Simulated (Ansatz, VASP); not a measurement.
**GaN: VASP beside Ansatz**

```
Ga N
1.0
    -1.60909    2.78703    0.00000
     0.00000    0.00000    5.24283
     4.82728    2.78703    0.00000
Ga N
4 4
Direct
  0.50000 0.99965 0.16667
  0.00000 0.99965 0.66667
  0.00000 0.49965 0.33333
  0.50000 0.49965 0.83333
  0.50000 0.37635 0.16667
  0.00000 0.37635 0.66667
  0.00000 0.87635 0.33333
  0.50000 0.87635 0.83333
```

Alike in both runs: task single point; functional PBE; k mesh 8 × 5 × 5; occupations fermi-dirac, width 0.02 eV; no spin polarisation.

|  | VASP | Ansatz |
| --- | --- | --- |
| version | VASP 6.6.1 | Ansatz 0.2.0 |
| potentials or method | VASP PAW PBE potentials, release 64 (Ga_d, N), cutoff 520 eV | all-electron LAPW, scalar-relativistic |

```csv
,VASP,Ansatz,Ansatz less VASP
gap on the k mesh at the Fermi level (eV),1.72,1.73,+0.010
pressure (GPa),0.2,-0.1,-0.22
```

Ansatz ran all-electron here, and VASP with PAW potentials.
